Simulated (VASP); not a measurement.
# Na2Be (P6/mmm) in VASP: relaxation of cell and atoms with PBE

Aim: the relaxation of cell and atoms of Na2Be with PBE.

Program: VASP 6.6.1. These are calculated values, not measurements. Logs are shortened: lines on timing, memory, paths and dates and some standing lists are left out, and cuts for length are marked.

## 1. The cell of the first run

It takes space group P6/mmm (No. 191, hexagonal). The conventional cell has a = 5.051 Å, b = 5.051 Å, c = 3.006 Å, α = 90.00°, β = 90.00°, γ = 120.00°. Na (site symmetry -6m2) has 5 Na at 2.92 to 3.01 Å and 6 Be at 3.28 Å within 3.8 Å. Be (site symmetry 6/mmm) has 2 Be at 3.01 Å and 12 Na at 3.28 Å within 4.0 Å.

## 2. Relaxation of cell and atoms, PBE

INCAR

```
  ALGO = Fast
  EDIFF = 1E-7
  EDIFFG = -0.01
  ENCUT = 600
  GGA = PE
  IBRION = 2
  ISIF = 3
  ISMEAR = 0
  LASPH = T
  LCHARG = F
  LREAL = F
  LWAVE = F
  NELM = 80
  NSW = 100
  PREC = Accurate
  SIGMA = 0.1
```

KPOINTS

```
k-points
0
Gamma
  12 12 16
```

POSCAR

```
Na2Be
1.0
    5.0508494455      0.0000000000      0.0000000000
   -2.5254247227      4.3741639305      0.0000000000
    0.0000000000      0.0000000000      3.0060733248
Na Be
2 1
Direct
    0.3333333333      0.6666666667      0.5000000000
    0.6666666667      0.3333333333      0.5000000000
    0.0000000000      0.0000000000      0.0000000000
```

Potentials or basis: VASP PAW PBE potentials, release 64 (Na_pv, Be).

Command:

```console
$ cat potpaw_PBE.64/Na_pv/POTCAR potpaw_PBE.64/Be/POTCAR > POTCAR
$ mpirun -np 1 vasp_std > vasp.out
```

OUTCAR:

```text
EDIFF = 1E-7
   EDIFFG = -0.01
   ENCUT = 600
   GGA = PE
   IBRION = 2
   ISIF = 3
   ISMEAR = 0
   LASPH = T
   LREAL = F
   NELM = 80
   NSW = 100
   PREC = Accurate

 ion  position               nearest neighbor table
   1  0.333  0.667  0.500-
   2  0.667  0.333  0.500-
   3  0.000  0.000  0.000-

  LATTYP: Found a hexagonal cell.
 ALAT       =     5.0508494455
 C/A-ratio  =     0.5951619341

  Lattice vectors:

 A1 = (   5.0508494455,   0.0000000000,   0.0000000000)
 A2 = (  -2.5254247227,   4.3741639305,   0.0000000000)
 A3 = (   0.0000000000,   0.0000000000,   3.0060733248)

Analysis of symmetry for initial positions (statically):
=====================================================================
 Subroutine PRICEL returns:
 Original cell was already a primitive cell.

 Routine SETGRP: Setting up the symmetry group for a
 hexagonal supercell.

 Subroutine GETGRP returns: Found 24 space group operations
 (whereof 24 operations were pure point group operations)
 out of a pool of 24 trial point group operations.

The static configuration has the point symmetry D_6h.

Analysis of symmetry for dynamics (positions and initial velocities):
=====================================================================
 Subroutine PRICEL returns:
 Original cell was already a primitive cell.

 Routine SETGRP: Setting up the symmetry group for a
 hexagonal supercell.

 Subroutine GETGRP returns: Found 24 space group operations
 (whereof 24 operations were pure point group operations)
 out of a pool of 24 trial point group operations.

The dynamic configuration has the point symmetry D_6h.

 Subroutine INISYM returns: Found 24 space group operations
 (whereof 24 operations are pure point group operations),
 and found     1 'primitive' translations

----------------------------------------------------------------------------------------

                                     Primitive cell

  volume of cell :      66.4139

  direct lattice vectors                    reciprocal lattice vectors
     5.050849445  0.000000000  0.000000000     0.197986499  0.114307559  0.000000000
    -2.525424723  4.374163930  0.000000000     0.000000000  0.228615117  0.000000000
     0.000000000  0.000000000  3.006073325     0.000000000  0.000000000  0.332659883

  length of vectors
     5.050849445  5.050849445  3.006073325     0.228615117  0.228615117  0.332659883

  position of ions in fractional coordinates (direct lattice)
     0.333333333  0.666666667  0.500000000
     0.666666667  0.333333333  0.500000000
     0.000000000  0.000000000  0.000000000

  ion indices of the primitive-cell ions
   primitive index   ion index
                 1           1
                 2           2
                 3           3

----------------------------------------------------------------------------------------

 KPOINTS: k-points

Automatic generation of k-mesh.
 Grid dimensions read from file:
 generate k-points for:   12   12   16

 Generating k-lattice:

  Cartesian coordinates                     Fractional coordinates (reciprocal lattice)
     0.016498875  0.009525630  0.000000000     0.083333333 -0.000000000  0.000000000
     0.000000000  0.019051260  0.000000000     0.000000000  0.083333333  0.000000000
     0.000000000  0.000000000  0.020791243     0.000000000  0.000000000  0.062500000

  Length of vectors
     0.019051260  0.019051260  0.020791243

  Shift w.r.t. Gamma in fractional coordinates (k-lattice)
     0.000000000  0.000000000  0.000000000

 Subroutine IBZKPT returns following result:
 ===========================================

 Found    171 irreducible k-points:

 Following reciprocal coordinates:
            Coordinates               Weight
  0.000000  0.000000  0.000000      1.000000
  0.083333  0.000000  0.000000      6.000000
  0.166667  0.000000  0.000000      6.000000
  0.250000  0.000000  0.000000      6.000000
  0.333333  0.000000  0.000000      6.000000
  0.416667  0.000000  0.000000      6.000000
[... 16 lines left out ...]
  0.250000  0.000000  0.062500     12.000000
  0.333333  0.000000  0.062500     12.000000
 [... further k-points ...]
   k-points           NKPTS =    171   k-points in BZ     NKDIM =    171   number of bands    NBANDS=     12
   number of dos      NEDOS =    301   number of ions     NIONS =      3
   total plane-waves  NPLWV =  38400
   dimension x,y,z NGX =    40 NGY =   40 NGZ =   24
   dimension x,y,z NGXF=    80 NGYF=   80 NGZF=   48
   ions per type =               2   1
   NGX,Y,Z   is equivalent  to a cutoff of  13.17, 13.17, 13.27 a.u.
   NGXF,Y,Z  is equivalent  to a cutoff of  26.33, 26.33, 26.55 a.u.
 SYSTEM =  unknown system
   PREC   = accura    normal or accurate (medium, high low for compatibility)
   ISTART =      0    job   : 0-new  1-cont  2-samecut
   ICHARG =      2    charge: 1-file 2-atom 10-const
   ISPIN  =      1    spin polarized calculation?
   LNONCOLLINEAR =      F non collinear calculations
   LSORBIT =      F    spin-orbit coupling
   LASPH  =      T    aspherical Exc in radial PAW
   ENCUT  =  600.0 eV  44.10 Ry    6.64 a.u.  10.09 10.09  6.00*2*pi/ulx,y,z
   NELM   =     80;   NELMIN=  2; NELMDL= -5     # of ELM steps
   EDIFF  = 0.1E-06   stopping-criterion for ELM
   LREAL  =      F    real-space projection
   EDIFFG = -.1E-01   stopping-criterion for IOM
   NSW    =    100    number of steps for IOM
   IBRION =      2    ionic relax: 0-MD 1-quasi-New 2-CG
   NFREE  =      1    steps in history (QN), initial steepest desc. (CG)
   ISIF   =      3    stress and relaxation
   ISYM   =      2    0-nonsym 1-usesym 2-fastsym
   POTIM  = 0.5000    time-step for ionic-motion
   TEBEG  =    0.0;   TEEND  =   0.0 temperature during run
   PSTRESS=    0.0 pullay stress
   NELECT =      16.0000    total number of electrons
   NUPDOWN=      -1.0000    fix difference up-down
   EMIN   =  10.00;   EMAX   =-10.00  energy-range for DOS
   EFERMI =   0.00;   METHOD = LEGACY
   ISMEAR =     0;   SIGMA  =   0.10  broadening in eV -4-tet -1-fermi 0-gaus
   EFERMI_NEDOS =   21; number of points for ismear=-14 and -15
   IALGO  =     68    algorithm
   IMIX   =      4    mixing-type and parameters
     AMIX     =   0.40;   BMIX     =  1.00
     AMIX_MAG =   1.60;   BMIX_MAG =  1.00
  volume/ion in A,a.u.               =      22.14       149.39
  Fermi-wavevector in a.u.,A,eV,Ry     =   1.018658  1.924985 14.118282  1.037664
  Thomas-Fermi vector in A             =   2.152128
   LORBIT       =      0    0 simple, 1 ext, 2 COOP (PROOUT), +10 PAW based schemes
   GGA     = PE    functional components
   LHFCALC =     F    Hartree Fock is set to
   AEXX    =    0.0000 exact exchange contribution
   IVDW    =     0    specifies the selected vdW correction
   LEPSILON=     F    determine dielectric tensor
   LRPA    =     F    only Hartree local field effects (RPA)
 conjugate gradient relaxation of ions
 non-spin polarized calculation
 RMM-DIIS sequential band-by-band and
 Gauss-broadening in eV      SIGMA  =   0.10
  energy-cutoff  :      600.00
  volume of cell :       66.41
 maximum number of plane-waves:      2256
   NGX = 21   NGY = 21   NGZ = 13

--------------------------------------- Ionic step        1  -------------------------------------------

 number of electron      15.9999993 magnetization

 Free energy of the ion-electron system (eV)
  ---------------------------------------------------
  ext. energy  EPLUGINS =         0.00000000
  ---------------------------------------------------
  free energy    TOTEN  =        -4.41912280 eV

  energy without entropy =       -4.41151498  energy(sigma->0) =       -4.41531889

------------------------ aborting loop because EDIFF is reached ----------------------------------------

  FORCE on cell =-STRESS in cart. coord.  units (eV):
  Direction    XX          YY          ZZ          XY          YZ          ZX
  --------------------------------------------------------------------------------------
  -------------------------------------------------------------------------------------
  Total        0.3254485      0.3254485     -0.7148068      0.0000000     -0.0000000      0.0000000
  in kB        7.8511587      7.8511587    -17.2440871      0.0000000     -0.0000000      0.0000000
  external PRESSURE =      -0.5139232 kB  Pullay stress =       0.0000000 kB
[... 281 lines left out ...]
  energy  without entropy=       -4.4597249894  energy(sigma->0) =       -4.46321529

--------------------------------------- Ionic step        9  -------------------------------------------

 number of electron      15.9999998 magnetization

 Free energy of the ion-electron system (eV)
  ---------------------------------------------------
  ext. energy  EPLUGINS =         0.00000000
  ---------------------------------------------------
  free energy    TOTEN  =        -4.46676542 eV

  energy without entropy =       -4.45983249  energy(sigma->0) =       -4.46329896

 E-fermi :   1.7126     XC(G=0):  -7.9538

 val. band max:        1.7109607447   @ k =   0.0833   0.0000   0.0625
 cond. band min:       1.7213893398   @ k =   0.1667   0.0833   0.2500
 fundamental gap:      0.0104285951
 Fermi energy:         1.7126195886

 k-point     1 :       0.0000    0.0000    0.0000
  band No.  band energies     occupation
      1     -23.0904      2.00000
      2     -23.0904      2.00000
      3     -22.9905      2.00000
      4     -22.9905      2.00000
      5     -22.9662      2.00000
      6     -22.9498      2.00000
      7      -3.5503      2.00000
      8       1.9812      0.00015
      9       1.9812      0.00015
     10       3.5257      0.00000
     11       4.4193      0.00000
     12       4.4193      0.00000
[... 331 lines left out ...]
 k-point    24 :       0.3333    0.0000    0.0625
  band No.  band energies     occupation
      1     -23.0961      2.00000
      2     -23.0733      2.00000
      3     -23.0059      2.00000
      4     -22.9818      2.00000
      5     -22.9755      2.00000
      6     -22.9657      2.00000
      7      -2.8094      2.00000
      8      -0.2492      2.00000
      9       1.4550      1.99973
     10       3.1570      0.00000
     11       6.4554      0.00000
     12       6.4751      0.00000

 [... further k-points ...]

------------------------ aborting loop because EDIFF is reached ----------------------------------------

  FORCE on cell =-STRESS in cart. coord.  units (eV):
  Direction    XX          YY          ZZ          XY          YZ          ZX
  --------------------------------------------------------------------------------------
  -------------------------------------------------------------------------------------
  Total       -0.0202158     -0.0202158      0.0010583     -0.0000000     -0.0000000      0.0000000
  in kB       -0.5052014     -0.5052014      0.0264477     -0.0000000     -0.0000000      0.0000000
  external PRESSURE =      -0.3279850 kB  Pullay stress =       0.0000000 kB
[... 18 lines left out ...]
  FREE ENERGIE OF THE ION-ELECTRON SYSTEM (eV)
  ---------------------------------------------------
  free  energy   TOTEN  =        -4.4667654240 eV

  energy  without entropy=       -4.4598324911  energy(sigma->0) =       -4.46329896

 reached required accuracy - stopping structural energy minimisation
```

Run time: 12 min. Hardware: 1 thread of AMD EPYC 7R13 (Zen 3), shared host; peak memory 0.28 GiB.

Results:

```yaml
Free_energy: -4.4668 eV
Relaxed_volume: 21.37 Å³/atom
Relaxed_cell: a = 5.214 Å, b = 5.214 Å, c = 2.723 Å, α = 90.00°, β = 90.00°, γ = 120.00°
Space_group_after_relaxing_to_0.1_Å: P6/mmm (No. 191)
Energy_gained_by_relaxing: 15.9 meV/atom
Ionic_steps: 9
Pressure_after_relaxing: 0.0 GPa
Band_gap_on_the_k_mesh: zero (bands 8 and 9 overlap by 4.18 eV)
```

Step by step:
| step | energy change (eV) | largest force (eV/Å) | pressure (GPa) | volume (Å³) |
| --- | --- | --- | --- | --- |
| 1 | 0.0000 | 0.0000 | -0.05 | 66.41 |
| 2 | -0.0107 | 0.0000 | -0.07 | 66.34 |
| 3 | -0.0330 | 0.0000 | -0.24 | 66.04 |
| 4 | -0.0362 | 0.0000 | -0.43 | 65.09 |
| 5 | -0.0448 | 0.0000 | -0.40 | 65.69 |
| 6 | -0.0457 | 0.0000 | -0.42 | 65.53 |
| 7 | -0.0457 | 0.0000 | -0.41 | 65.57 |
| 8 | -0.0476 | 0.0000 | -0.08 | 64.35 |
| 9 | -0.0476 | 0.0000 | -0.03 | 64.11 |

Final structure:
```cif
data_structure
_symmetry_space_group_name_H-M 'P 1'
_symmetry_Int_Tables_number 1
_cell_length_a 5.2140
_cell_length_b 5.2140
_cell_length_c 2.7231
_cell_angle_alpha 90.000
_cell_angle_beta 90.000
_cell_angle_gamma 120.000
_cell_volume 64.11
loop_
_atom_site_label
_atom_site_type_symbol
_atom_site_fract_x
_atom_site_fract_y
_atom_site_fract_z
_atom_site_occupancy
Na1 Na 0.33333 0.66667 0.50000 1
Na2 Na 0.66667 0.33333 0.50000 1
Be1 Be 0.00000 0.00000 0.00000 1
```
